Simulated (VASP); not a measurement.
Input of a VASP 6.6.1 run:

Contents of INCAR:

```
ALGO = Normal ; EDIFF = 1E-6
ENCUT = 520 ; GGA = PS
GGA_COMPAT = False ; ISIF = 2
ISMEAR = -1 ; ISPIN = 2
ISYM = -1 ; LASPH = True
LCHARG = True ; LELF = True
LORBIT = 11 ; LREAL = Auto
LVHAR = True ; LWAVE = False
MAGMOM = 0 0 0 0 0 0 0 0.091 0 0.091 0 0 0 0 0 0 0 0 0.091 0 0 0 0 0 0 0 0 0 0.091 0 0 0 0.091 0 0 0 0 0 0 0 0 0.091 0.091 0 0 0 0 0 0 0.091 0 0.091 0 0 0 0 0 0.091 0 0 0 0.091 0 0 0 ; NBANDS = 172
NELM = 200 ; PREC = Accurate
SIGMA = 0.05
```

KPOINTS

```
explicit points
1
Reciprocal
  0.25000000   0.25000000   0.25000000 1
```

Contents of POSCAR:

```
Al33N32
1.0
    8.7554440000      0.0000000000      0.0000000000
    0.0000000000      8.7554440000      0.0000000000
    0.0000000000      0.0000000000      8.7554440000
Al N
33 32
Direct
    0.9985100000      0.9992080000      0.9986180000
    0.9936600000      0.9943230000      0.4983120000
    0.9945630000      0.4991710000      0.9952310000
    0.0011700000      0.4994610000      0.5007590000
    0.4984390000      0.9951140000      0.9951150000
    0.4986470000      0.0019070000      0.5005520000
    0.5004750000      0.5010850000      0.0018790000
    0.5209500000      0.5216100000      0.5266880000
    0.2491970000      0.2499620000      0.0015280000
    0.2284350000      0.2298570000      0.5257630000
    0.2514660000      0.7555210000      0.9948790000
    0.2509260000      0.7493900000      0.5003820000
    0.7547700000      0.2521120000      0.9949300000
    0.7486300000      0.2515370000      0.5005020000
    0.7513110000      0.7519950000      0.9983590000
    0.7561470000      0.7568230000      0.4977800000
    0.2509930000      0.0016930000      0.2485460000
    0.2516470000      0.9951150000      0.7540240000
    0.2294180000      0.5211720000      0.2224390000
    0.2493120000      0.5008590000      0.7471760000
    0.7562030000      0.9939340000      0.2512020000
    0.7513440000      0.9990770000      0.7504150000
    0.7486830000      0.4994200000      0.2483270000
    0.7551460000      0.4989350000      0.7539560000
    0.0009700000      0.2515610000      0.2483790000
    0.9945260000      0.2522840000      0.7539320000
    0.9933120000      0.7568680000      0.2511860000
    0.9983520000      0.7520430000      0.7504430000
    0.5209870000      0.2305610000      0.2220600000
    0.5002060000      0.2500820000      0.7471670000
    0.4986400000      0.7494270000      0.2484860000
    0.4981870000      0.7559040000      0.7540220000
    0.3754550000      0.3757460000      0.3750310000
    0.1241420000      0.1247300000      0.1250200000
    0.1107390000      0.1112380000      0.6372030000
    0.1104880000      0.6400620000      0.1126810000
    0.1240720000      0.6268280000      0.6243180000
    0.6393430000      0.1108850000      0.1126050000
    0.6259850000      0.1246800000      0.6243130000
    0.6260590000      0.6268930000      0.1248700000
    0.6395810000      0.6403730000      0.6369950000
    0.3751460000      0.3758670000      0.1383350000
    0.3750010000      0.3756940000      0.6108680000
    0.3750170000      0.8759090000      0.1260740000
    0.3751560000      0.8755950000      0.6231070000
    0.8752320000      0.3757050000      0.1260560000
    0.8748590000      0.3758200000      0.6231160000
    0.8751190000      0.8757630000      0.1227090000
    0.8749830000      0.8756810000      0.6265360000
    0.3751660000      0.1419740000      0.3745980000
    0.3752530000      0.1278800000      0.8750120000
    0.3751850000      0.6096520000      0.3748850000
    0.3751920000      0.6232680000      0.8743980000
    0.8752400000      0.1283910000      0.3747760000
    0.8749920000      0.1249080000      0.8747090000
    0.8750350000      0.6227960000      0.3747870000
    0.8750580000      0.6265540000      0.8745800000
    0.1410760000      0.3758580000      0.3746050000
    0.1271070000      0.3759380000      0.8750130000
    0.1276470000      0.8759380000      0.3747660000
    0.1241420000      0.8756650000      0.8747370000
    0.6090820000      0.3758980000      0.3749020000
    0.6226620000      0.3758760000      0.8743630000
    0.6221800000      0.8757150000      0.3748170000
    0.6259640000      0.8757210000      0.8745390000
```

Potentials or basis: VASP PAW PBE potentials, release 64 (Al, N).

Launch:

```console
$ cat potpaw_PBE.64/Al/POTCAR potpaw_PBE.64/N/POTCAR > POTCAR
$ mpirun -np 1 vasp_std > vasp.out
```

Question: Estimate the pressure.

Answer: 2.8 GPa.

Question: What does it give for the largest force?

Answer: 0.077 eV/Å.

Forces in eV/Å, atoms in the order of the input:
```
Al   0.028  0.024 -0.003
Al   0.045  0.041 -0.014
Al   0.022  0.031 -0.005
Al   0.037  0.030 -0.034
Al   0.036  0.020 -0.005
Al   0.041  0.032 -0.027
Al   0.027  0.023 -0.012
Al   0.006  0.004 -0.070
Al  -0.026 -0.022 -0.007
Al   0.003 -0.008 -0.065
Al  -0.034 -0.023  0.002
Al  -0.039 -0.034 -0.024
Al  -0.022 -0.030 -0.003
Al  -0.038 -0.028 -0.027
Al  -0.025 -0.022 -0.002
Al  -0.043 -0.037 -0.006
Al  -0.041  0.032  0.023
Al  -0.037  0.025  0.000
Al   0.005  0.013  0.070
Al  -0.028  0.024  0.005
Al  -0.047  0.044  0.013
Al  -0.026  0.023  0.004
Al  -0.038  0.030  0.026
Al  -0.027  0.033 -0.001
Al   0.038 -0.030  0.027
Al   0.023 -0.031  0.003
Al   0.048 -0.042  0.013
Al   0.029 -0.022  0.004
Al   0.008 -0.005  0.077
Al   0.029 -0.025  0.005
Al   0.038 -0.034  0.023
Al   0.039 -0.024 -0.002
Al  -0.024 -0.010 -0.006
N    0.006  0.006 -0.015
N   -0.012 -0.005  0.040
N   -0.010  0.006 -0.043
N    0.007 -0.007  0.019
N    0.009 -0.004 -0.045
N   -0.005  0.008  0.018
N   -0.003 -0.006 -0.012
N    0.008  0.008  0.046
N    0.000 -0.002 -0.004
N    0.000  0.002  0.009
N   -0.001 -0.001  0.000
N   -0.002  0.000  0.000
N   -0.002 -0.001 -0.001
N    0.000 -0.002  0.002
N   -0.001  0.000  0.000
N   -0.001 -0.002 -0.002
N    0.001 -0.005  0.001
N   -0.001 -0.002  0.000
N    0.001  0.011 -0.001
N   -0.001  0.001  0.001
N    0.000 -0.003  0.000
N    0.000 -0.003  0.000
N   -0.003  0.004  0.000
N   -0.002  0.001  0.000
N   -0.008  0.001  0.004
N    0.002 -0.002 -0.001
N    0.002  0.001  0.000
N    0.001  0.000  0.000
N    0.013  0.001 -0.003
N   -0.002 -0.002  0.002
N    0.000 -0.002  0.000
N   -0.003 -0.001  0.000
```

Caveat: the PAW data sets were made with another functional, which shifts forces and pressure a little.
